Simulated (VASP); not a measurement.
# Ti (I4/mmm) in VASP: a series of runs

Runs on Ti. Level: r2SCAN. Tasks: single point.

Everything below comes from runs of VASP 6.6.1. Logs are shortened: lines on timing, memory, paths and dates and some standing lists are left out, and cuts for length are marked.

**1. The cell of the first run**

The structure is tetragonal, space group I4/mmm (No. 139). The conventional cell has a = 2.799 Å, b = 2.799 Å, c = 4.162 Å, α = 90.00°, β = 90.00°, γ = 90.00°. Ti (site symmetry 4/mmm) has 12 Ti at 2.80 to 2.87 Å within 3.7 Å.

**2. Single point, r2SCAN (strain -0.025 along x and y, +0.025 along z)**

The input, POSCAR:

```
Ti
1.0
    0.0000000000      1.9792500000      2.0807500000
    1.9792500000      0.0000000000      2.0807500000
    1.9792500000      1.9792500000      0.0000000000
Ti
1
Direct
    0.0000000000      0.0000000000      0.0000000000
```

The input, INCAR.step1:

```
SYSTEM = Ti
PREC = Accurate
ENCUT = 520
ISMEAR = 0
SIGMA = 0.15
LREAL = .False.
LASPH = .True.
NELM = 80
NBANDS = 12
GGA = PE
ALGO = Normal
EDIFF = 1E-4
LWAVE = .True.
LCHARG = .False.
```

The input, INCAR.step2:

```
SYSTEM = Ti
PREC = Accurate
ENCUT = 520
EDIFF = 1E-6
ISMEAR = 0
SIGMA = 0.15
LREAL = .False.
LASPH = .True.
NELM = 80
ALGO = Normal
ISIF = 2
LWAVE = .False.
LCHARG = .False.
METAGGA = R2SCAN
LMIXTAU = .True.
NBANDS = 12
ISTART = 1
```

The input, KPOINTS:

```
Automatic mesh
0
Gamma
  20 20 20
  0 0 0
```

Potentials or basis: VASP PAW PBE potentials, release 64 (Ti_sv).

The run is started by

```sh
cat potpaw_PBE.64/Ti_sv/POTCAR > POTCAR
cp INCAR.step1 INCAR
mpirun -np 1 vasp_std > vasp.out
cp INCAR.step2 INCAR
mpirun -np 1 vasp_std > vasp.out
```

OUTCAR:

```text
SYSTEM = Ti
   PREC = Accurate
   ENCUT = 520
   EDIFF = 1E-6
   ISMEAR = 0
   LREAL = .False.
   LASPH = .True.
   NELM = 80
   ISIF = 2
   METAGGA = R2SCAN
   ISTART = 1

 ion  position               nearest neighbor table
   1  0.000  0.000  0.000-

  LATTYP: Found a body centered tetragonal cell.
 ALAT       =     2.7990821933
 C/A-ratio  =     1.4867373348

  Lattice vectors:

 A1 = (  -1.9792500000,   0.0000000000,   2.0807500000)
 A2 = (   1.9792500000,   0.0000000000,   2.0807500000)
 A3 = (   0.0000000000,   1.9792500000,  -2.0807500000)

Analysis of symmetry for initial positions (statically):
=====================================================================
 Subroutine PRICEL returns:
 Original cell was already a primitive cell.

 Routine SETGRP: Setting up the symmetry group for a
 body centered tetragonal supercell.

 Subroutine GETGRP returns: Found 16 space group operations
 (whereof 16 operations were pure point group operations)
 out of a pool of 16 trial point group operations.

The static configuration has the point symmetry D_4h.

Analysis of symmetry for dynamics (positions and initial velocities):
=====================================================================
 Subroutine PRICEL returns:
 Original cell was already a primitive cell.

 Routine SETGRP: Setting up the symmetry group for a
 body centered tetragonal supercell.

 Subroutine GETGRP returns: Found 16 space group operations
 (whereof 16 operations were pure point group operations)
 out of a pool of 16 trial point group operations.

The dynamic configuration has the point symmetry D_4h.

 Subroutine INISYM returns: Found 16 space group operations
 (whereof 16 operations are pure point group operations),
 and found     1 'primitive' translations

----------------------------------------------------------------------------------------

                                     Primitive cell

  volume of cell :      16.3024

  direct lattice vectors                    reciprocal lattice vectors
     0.000000000  1.979250000  2.080750000    -0.252620942  0.252620942  0.240297969
     1.979250000  0.000000000  2.080750000     0.252620942 -0.252620942  0.240297969
     1.979250000  1.979250000  0.000000000     0.252620942  0.252620942 -0.240297969

  length of vectors
     2.871750533  2.871750533  2.799082193     0.430555217  0.430555217  0.430555217

  position of ions in fractional coordinates (direct lattice)
     0.000000000  0.000000000  0.000000000

  ion indices of the primitive-cell ions
   primitive index   ion index
                 1           1

[... 69 lines left out ...]
   ENCUT  =  520.0 eV  38.22 Ry    6.18 a.u.   5.34  5.34  5.20*2*pi/ulx,y,z
   NELM   =     80;   NELMIN=  2; NELMDL=  0     # of ELM steps
   EDIFF  = 0.1E-05   stopping-criterion for ELM
   LREAL  =      F    real-space projection
[... 7 lines left out ...]
   TEBEG  =    0.0;   TEEND  =   0.0 temperature during run
   PSTRESS=    0.0 pullay stress
   NELECT =      12.0000    total number of electrons
   NUPDOWN=      -1.0000    fix difference up-down
   EMIN   =  10.00;   EMAX   =-10.00  energy-range for DOS
   EFERMI =   0.00;   METHOD = LEGACY
   ISMEAR =     0;   SIGMA  =   0.15  broadening in eV -4-tet -1-fermi 0-gaus
   EFERMI_NEDOS =   21; number of points for ismear=-14 and -15
   IALGO  =     38    algorithm
   IMIX   =      4    mixing-type and parameters
     AMIX     =   0.40;   BMIX     =  1.00
     AMIX_MAG =   1.60;   BMIX_MAG =  1.00
  volume/ion in A,a.u.               =      16.30       110.01
  Fermi-wavevector in a.u.,A,eV,Ry     =   1.478149  2.793296 29.727697  2.184924
  Thomas-Fermi vector in A             =   2.592465
   LORBIT       =      0    0 simple, 1 ext, 2 COOP (PROOUT), +10 PAW based schemes
   METAGGA = R2SCAN    functional components
   LHFCALC =     F    Hartree Fock is set to
   AEXX    =    0.0000 exact exchange contribution
   IVDW    =     0    specifies the selected vdW correction
   LEPSILON=     F    determine dielectric tensor
   LRPA    =     F    only Hartree local field effects (RPA)
 non-spin polarized calculation
 Gauss-broadening in eV      SIGMA  =   0.15
  energy-cutoff  :      520.00
  volume of cell :       16.30
 maximum number of plane-waves:       456
 NGX is ok and might be reduce to    24
   NGX = 11   NGY = 11   NGZ = 11

 number of electron      12.0000000 magnetization

 Free energy of the ion-electron system (eV)
  ---------------------------------------------------
  ext. energy  EPLUGINS =         0.00000000
  ---------------------------------------------------
  free energy    TOTEN  =       -12.85738583 eV

  energy without entropy =      -12.84006085  energy(sigma->0) =      -12.84872334

 E-fermi :   8.9266     XC(G=0): -12.7393

 val. band max:        8.9247274622   @ k =  -0.3500   0.3500   0.0500
 cond. band min:       8.9267276382   @ k =  -0.4000   0.3000   0.1000
 fundamental gap:      0.0020001759
 Fermi energy:         8.9265649214

 k-point     1 :       0.0000    0.0000    0.0000
  band No.  band energies     occupation
      1     -49.9965      2.00000
      2     -24.7214      2.00000
      3     -24.7178      2.00000
      4     -24.7178      2.00000
      5       2.3267      2.00000
      6       9.6998      0.00000
      7      10.1327      0.00000
      8      10.1327      0.00000
      9      11.6558      0.00000
     10      12.1653      0.00000
     11      25.1004      0.00000
     12      29.3578      0.00000
[... 331 lines left out ...]
 k-point    24 :      -0.3500    0.0500    0.0000
  band No.  band energies     occupation
      1     -49.8546      2.00000
      2     -25.4442      2.00000
      3     -24.8509      2.00000
      4     -24.7786      2.00000
      5       5.7000      2.00000
      6       8.9241      1.01829
      7       9.7837      0.00000
      8      10.3190      0.00000
      9      12.4130      0.00000
     10      12.9288      0.00000
     11      19.9899      0.00000
     12      24.8218      0.00000

 [... further k-points ...]
[... 5 lines left out ...]
  --------------------------------------------------------------------------------------
  -------------------------------------------------------------------------------------
  Total        0.8818976      0.8818976      0.7270772      0.0000000      0.0000000     -0.0000000
  in kB       86.6717482     86.6717482     71.4561931      0.0000000      0.0000000     -0.0000000
  external PRESSURE =      81.5998965 kB  Pullay stress =       0.0000000 kB

 VOLUME and BASIS-vectors are now :
 -----------------------------------------------------------------------------
  energy-cutoff  :      520.00
  volume of cell :       16.30
      direct lattice vectors                 reciprocal lattice vectors
     0.000000000  1.979250000  2.080750000    -0.252620942  0.252620942  0.240297969
     1.979250000  0.000000000  2.080750000     0.252620942 -0.252620942  0.240297969
     1.979250000  1.979250000  0.000000000     0.252620942  0.252620942 -0.240297969

 POSITION                                       TOTAL-FORCE (eV/Angst)
 -----------------------------------------------------------------------------------
      0.00000      0.00000      0.00000         0.000000     -0.000000      0.000000
 -----------------------------------------------------------------------------------
    total drift:                                0.000000      0.000000     -0.000000

  FREE ENERGIE OF THE ION-ELECTRON SYSTEM (eV)
  ---------------------------------------------------
  free  energy   TOTEN  =       -12.8573858304 eV

  energy  without entropy=      -12.8400608486  energy(sigma->0) =      -12.84872334
```

OSZICAR.step1:

```text
N       E                     dE             d eps       ncg     rms          rms(c)
DAV:   1     0.871547679697E+02    0.87155E+02   -0.65782E+03 15412   0.122E+03
DAV:   2    -0.438419957715E+01   -0.91539E+02   -0.89070E+02 15608   0.299E+02
DAV:   3    -0.857474774417E+01   -0.41905E+01   -0.41461E+01 21096   0.650E+01
DAV:   4    -0.867288672593E+01   -0.98139E-01   -0.98034E-01 17308   0.875E+00
DAV:   5    -0.867545707122E+01   -0.25703E-02   -0.25703E-02 18400   0.124E+00    0.885E+00
DAV:   6    -0.775825082409E+01    0.91721E+00   -0.18767E+00 16856   0.207E+01    0.243E+00
DAV:   7    -0.774844808033E+01    0.98027E-02   -0.10158E-01 18800   0.384E+00    0.134E+00
DAV:   8    -0.776082757827E+01   -0.12379E-01   -0.41521E-02 15792   0.246E+00    0.151E-01
DAV:   9    -0.776113830104E+01   -0.31072E-03   -0.42318E-03 19172   0.708E-01    0.942E-02
DAV:  10    -0.776120875226E+01   -0.70451E-04   -0.25973E-04 16308   0.183E-01
   1 F= -.77612088E+01 E0= -.77516893E+01  d E =-.190389E-01
```

Run time: 4.9 min. Hardware: 1 thread of Intel Xeon Platinum 8259CL at 2.50GHz (Skylake/Cascade Lake), shared host; peak memory 0.25 GiB.

Results:

```
Free energy            : -12.8574 eV
Pressure               : 8.2 GPa
Band gap on the k mesh : zero (bands 6 and 7 overlap by 1.50 eV)
```

Stress tensor (GPa, compression positive):
```
8.67 0.00 0.00
0.00 8.67 0.00
0.00 0.00 7.15
```

Levels at points of the mesh, in eV from the Fermi level:
```tsv
k point	band 4	band 5	band 6	band 7	band 8	band 9
(0.00, 0.00, 0.00)	-33.64	-6.60	0.77	1.21	1.21	2.73
(0.50, 0.00, 0.00)	-33.72	-2.85	0.64	0.73	1.20	4.03
(0.50, 0.50, 0.00)	-33.90	-2.88	-1.85	2.45	4.21	4.38
(0.50, 0.00, 0.50)	-33.92	-2.89	-1.99	3.50	4.16	4.22
```

Caveat: the cell differs from its parent crystal (strain -0.025 along x and y, +0.025 along z); the cell stands under pressure; the PAW data sets were made with another functional, which shifts forces and pressure a little.

**3. Single point, r2SCAN (strain -0.025 along x and y, +0.050 along z)**

The input, POSCAR:

```
Ti
1.0
    0.0000000000      1.9792500000      2.1315000000
    1.9792500000      0.0000000000      2.1315000000
    1.9792500000      1.9792500000      0.0000000000
Ti
1
Direct
    0.0000000000      0.0000000000      0.0000000000
```

The input, INCAR.step1:

```
PREC = Accurate
ENCUT = 520
ISMEAR = 0
SIGMA = 0.15
LREAL = False
LASPH = True
NELM = 60
NBANDS = 12
GGA = PE
ALGO = Normal
EDIFF = 1E-4
LWAVE = True
LCHARG = False
```

The input, INCAR.step2:

```
PREC = Accurate
ENCUT = 520
EDIFF = 1E-6
ISMEAR = 0
SIGMA = 0.15
LREAL = False
LASPH = True
NELM = 60
ALGO = Normal
ISIF = 2
LWAVE = False
LCHARG = False
METAGGA = R2SCAN
LMIXTAU = True
NBANDS = 12
ISTART = 1
```

The input, KPOINTS:

```
regular mesh
0
Gamma
  20 20 20
```

Potentials or basis: VASP PAW PBE potentials, release 64 (Ti_sv).

The run is started by

```sh
cat potpaw_PBE.64/Ti_sv/POTCAR > POTCAR
cp INCAR.step1 INCAR
mpirun -np 1 vasp_std > vasp.out
cp INCAR.step2 INCAR
mpirun -np 1 vasp_std > vasp.out
```

It took 4.9 min on 1 thread of Intel Xeon Platinum 8259CL at 2.50GHz (Skylake/Cascade Lake), shared host; peak memory 0.25 GiB.

It converged, with:

```yaml
Free_energy: -12.8709 eV
Pressure: 4.9 GPa
Band_gap_on_the_k_mesh: zero (bands 6 and 7 overlap by 1.49 eV)
```

Stress tensor (GPa, compression positive):
```
5.63 0.00 0.00
0.00 5.63 0.00
0.00 0.00 3.44
```

Levels at points of the mesh, in eV from the Fermi level:
| k point | band 3 | band 4 | band 5 | band 6 | band 7 | band 8 | band 9 | band 10 |
| --- | --- | --- | --- | --- | --- | --- | --- | --- |
| (0.00, 0.00, 0.00) | -33.71 | -33.71 | -6.54 | 0.64 | 1.28 | 1.28 | 2.53 | 3.27 |
| (0.50, 0.00, 0.00) | -33.85 | -33.77 | -2.78 | 0.59 | 0.64 | 1.30 | 3.89 | 4.15 |
| (0.50, 0.50, 0.00) | -33.93 | -33.93 | -2.78 | -1.73 | 2.05 | 4.11 | 4.26 | 4.26 |
| (0.50, 0.00, 0.50) | -34.08 | -33.96 | -2.79 | -1.91 | 3.55 | 4.02 | 4.02 | 4.52 |

Caveat: the cell differs from its parent crystal (strain -0.025 along x and y, +0.050 along z); the cell stands under pressure; the PAW data sets were made with another functional, which shifts forces and pressure a little.
